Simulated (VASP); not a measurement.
# MgO (Pm-3m) in VASP: settings compared, part 2 of 2

VASP 6.6.1.

## (3) Single point, PBE-based global hybrid

POSCAR

```
MgO
1.0
    2.6233491285      0.0000000000      0.0000000000
    0.0000000000      2.6233491285      0.0000000000
    0.0000000000      0.0000000000      2.6233491285
Mg O
1 1
Direct
    0.0000000000      0.0000000000      0.0000000000
    0.5000000000      0.5000000000      0.5000000000
```

INCAR.step1

```
PREC = Accurate ; ENCUT = 520
EDIFF = 1E-5 ; ISMEAR = 0
SIGMA = 0.01 ; LREAL = F
LASPH = T ; NELM = 100
ALGO = Normal ; ISIF = 2
LWAVE = T ; NBANDS = 11
GGA = PE
```

INCAR.step2

```
PREC = Accurate ; ENCUT = 520
EDIFF = 1E-6 ; ISMEAR = 0
SIGMA = 0.01 ; LREAL = F
LASPH = T ; NELM = 100
ALGO = Normal ; ISIF = 2
LWAVE = F ; LCHARG = T
GGA = PE ; LHFCALC = T
AEXX = 0.5 ; PRECFOCK = Normal
LELF = T ; LVHAR = T
NBANDS = 11 ; ISTART = 1
```

KPOINTS

```
regular mesh
0
Gamma
  4 4 4
```

Potentials or basis: VASP PAW PBE potentials, release 64 (Mg, O).

Started as:

```bash
$ cat potpaw_PBE.64/Mg/POTCAR potpaw_PBE.64/O/POTCAR > POTCAR
$ cp INCAR.step1 INCAR
$ mpirun -np 1 vasp_std > vasp.out
$ cp INCAR.step2 INCAR
$ mpirun -np 1 vasp_std > vasp.out
```

OUTCAR:

```text
PREC = Accurate
   ENCUT = 520
   EDIFF = 1E-6
   ISMEAR = 0
   LREAL = F
   LASPH = T
   NELM = 100
   ISIF = 2
   GGA = PE
   LHFCALC = T
   AEXX = 0.5
   PRECFOCK = Normal
   ISTART = 1

 ion  position               nearest neighbor table
   1  0.000  0.000  0.000-   2 2.27   2 2.27   2 2.27   2 2.27   2 2.27   2 2.27   2 2.27   2 2.27

   2  0.500  0.500  0.500-   1 2.27   1 2.27   1 2.27   1 2.27   1 2.27   1 2.27   1 2.27   1 2.27

  LATTYP: Found a simple cubic cell.
 ALAT       =     2.6233491285

  Lattice vectors:

 A1 = (   2.6233491285,   0.0000000000,   0.0000000000)
 A2 = (   0.0000000000,   2.6233491285,   0.0000000000)
 A3 = (   0.0000000000,   0.0000000000,   2.6233491285)

Analysis of symmetry for initial positions (statically):
=====================================================================
 Subroutine PRICEL returns:
 Original cell was already a primitive cell.

 Routine SETGRP: Setting up the symmetry group for a
 simple cubic supercell.

[... 166 lines left out ...]

 k-point     1 :       0.0000    0.0000    0.0000
  band No.  band energies     occupation
      1     -19.8730      2.00000
      2       0.8280      2.00000
      3       0.8280      2.00000
      4       0.8280      2.00000
      5       9.4261      0.00000
      6      17.5726      0.00000
      7      17.5726      0.00000
      8      28.7810      0.00000
      9      28.7810      0.00000
     10      28.7810      0.00000
     11      35.6219      0.00000
[... 113 lines left out ...]
 k-point    10 :       0.5000    0.5000    0.5000
  band No.  band energies     occupation
      1     -16.5826      2.00000
      2      -2.2166      2.00000
      3      -2.2166      2.00000
      4      -2.2166      2.00000
      5      14.5043      0.00000
      6      14.5043      0.00000
      7      14.5043      0.00000
      8      24.2901      0.00000
      9      27.5149      0.00000
     10      27.5149      0.00000
     11      27.5149      0.00000

------------------------ aborting loop because EDIFF is reached ----------------------------------------

  FORCE on cell =-STRESS in cart. coord.  units (eV):
  Direction    XX          YY          ZZ          XY          YZ          ZX
  --------------------------------------------------------------------------------------
  -------------------------------------------------------------------------------------
  Total       -0.8172691     -0.8172691     -0.8172691     -0.0000000     -0.0000000     -0.0000000
  in kB      -72.5282850    -72.5282850    -72.5282850     -0.0000000     -0.0000000     -0.0000000
  external PRESSURE =     -72.5282850 kB  Pullay stress =       0.0000000 kB

 VOLUME and BASIS-vectors are now :
 -----------------------------------------------------------------------------
  energy-cutoff  :      520.00
  volume of cell :       18.05
      direct lattice vectors                 reciprocal lattice vectors
     2.623349129  0.000000000  0.000000000     0.381192114  0.000000000  0.000000000
     0.000000000  2.623349129  0.000000000     0.000000000  0.381192114  0.000000000
     0.000000000  0.000000000  2.623349129     0.000000000  0.000000000  0.381192114

 POSITION                                       TOTAL-FORCE (eV/Angst)
 -----------------------------------------------------------------------------------
      0.00000      0.00000      0.00000         0.000000      0.000000      0.000000
      1.31167      1.31167      1.31167         0.000000      0.000000      0.000000
 -----------------------------------------------------------------------------------
    total drift:                               -0.000000     -0.000000     -0.000000

  FREE ENERGIE OF THE ION-ELECTRON SYSTEM (eV)
  ---------------------------------------------------
  free  energy   TOTEN  =       -16.0717141824 eV

  energy  without entropy=      -16.0717141824  energy(sigma->0) =      -16.07171418
```

OUTCAR.step1:

```text
PREC = Accurate
   ENCUT = 520
   EDIFF = 1E-5
   ISMEAR = 0
   LREAL = F
   LASPH = T
[... 345 lines left out ...]
 -----------------------------------------------------------------------------------
      0.00000      0.00000      0.00000         0.000000      0.000000      0.000000
      1.31167      1.31167      1.31167         0.000000      0.000000      0.000000
 -----------------------------------------------------------------------------------
    total drift:                                0.000000      0.000000      0.000000

  FREE ENERGIE OF THE ION-ELECTRON SYSTEM (eV)
  ---------------------------------------------------
  free  energy   TOTEN  =       -10.3485605981 eV

  energy  without entropy=      -10.3485605981  energy(sigma->0) =      -10.34856060
```

Wall time 48 s (1 thread of Intel Xeon Platinum 8488C (Sapphire Rapids), shared host); peak memory 0.13 GiB.

Results:

| Property | Result |
| --- | --- |
| Free energy | -16.0717 eV |
| Pressure | -7.3 GPa |
| Band gap on the k mesh | 7.40 eV, indirect (least direct gap 8.60 eV) |

Caveat: the k points lie up to 0.60 Å⁻¹ apart; the PAW data sets were made with another functional, which shifts forces and pressure a little. A k mesh can miss the band edges.

## (4) Single point, PBE-based global hybrid

POSCAR is that of step 3.

INCAR.step1

```
PREC     = Accurate       # precision mode
ENCUT    = 520            # plane-wave cutoff, eV
EDIFF    = 1E-5           # SCF threshold, eV
ISMEAR   = 0              # smearing method
SIGMA    = 0.01           # smearing width, eV
LREAL    = False          # projectors in reciprocal space
LASPH    = True           # aspherical terms in the spheres
NELM     = 100            # most SCF steps
ALGO     = Normal         # electronic algorithm
ISIF     = 2              # what is computed and relaxed
LWAVE    = True           # write WAVECAR
GGA      = PE             # functional
NBANDS   = 11             # bands
```

INCAR.step2

```
PREC     = Accurate       # precision mode
ENCUT    = 520            # plane-wave cutoff, eV
EDIFF    = 1E-7           # SCF threshold, eV
ISMEAR   = 0              # smearing method
SIGMA    = 0.01           # smearing width, eV
LREAL    = False          # projectors in reciprocal space
LASPH    = True           # aspherical terms in the spheres
NELM     = 100            # most SCF steps
ALGO     = Normal         # electronic algorithm
ISIF     = 2              # what is computed and relaxed
LWAVE    = False          # write WAVECAR
LCHARG   = True           # write CHGCAR
GGA      = PE             # functional
LHFCALC  = True           # exact exchange
AEXX     = 1.0            # exact-exchange fraction
PRECFOCK = Normal       
LELF     = True           # ELF
LVHAR    = True         
ISTART   = 1            
NBANDS   = 11             # bands
ALDAC    = 1.0          
AGGAC    = 1.0
```

KPOINTS is that of step 3.

Started as:

```bash
$ cat potpaw_PBE.64/Mg/POTCAR potpaw_PBE.64/O/POTCAR > POTCAR
$ cp INCAR.step1 INCAR
$ mpirun -np 1 vasp_std > vasp.out
$ cp INCAR.step2 INCAR
$ mpirun -np 1 vasp_std > vasp.out
```

Run time: 47 s. Hardware: 1 thread of Intel Xeon Platinum 8488C (Sapphire Rapids), shared host; peak memory 0.13 GiB.

Results (log left out):

- Free energy: -22.0392 eV
- Pressure: -18.6 GPa
- Band gap on the k mesh: 12.50 eV, indirect (least direct gap 13.87 eV)

Levels at points of the mesh, in eV from the valence-band top:
| k point | band 2 | band 3 | band 4 | band 5 | band 6 | band 7 |
| --- | --- | --- | --- | --- | --- | --- |
| (0.00, 0.00, 0.00) | -1.36 | -1.36 | -1.36 | 12.50 | 20.83 | 20.83 |
| (0.50, 0.00, 0.00) | -8.14 | -0.75 | -0.75 | 17.51 | 21.19 | 25.56 |
| (0.50, 0.50, 0.00) | -6.08 | -6.08 | 0.00 | 14.89 | 24.09 | 24.09 |
| (0.50, 0.50, 0.50) | -4.75 | -4.75 | -4.75 | 17.60 | 17.60 | 17.60 |

Caveat: the k points lie up to 0.60 Å⁻¹ apart; the PAW data sets were made with another functional, which shifts forces and pressure a little.

## (5) The runs side by side

```tsv
level	screening parameter	share of exact exchange	gap on the mesh (eV)	pressure (GPa)
HSE06	0.2079 1/Å	-	4.15	-1.2
PBE-based global hybrid	-	0.5	7.40	-7.3
PBE-based global hybrid	-	1	12.50	-18.6
```

Alike in all rows: task single point; potentials or basis VASP PAW PBE potentials, release 64 (Mg, O); no spin polarisation; cell as given; k mesh 4 × 4 × 4; cutoff (eV) 520; smearing gaussian 0.01 eV.

Caveats: all runs use coarse meshes; the PAW data sets were made with another functional, which shifts forces and pressure a little.

Absolute energies hang on the potentials; compare differences alone.
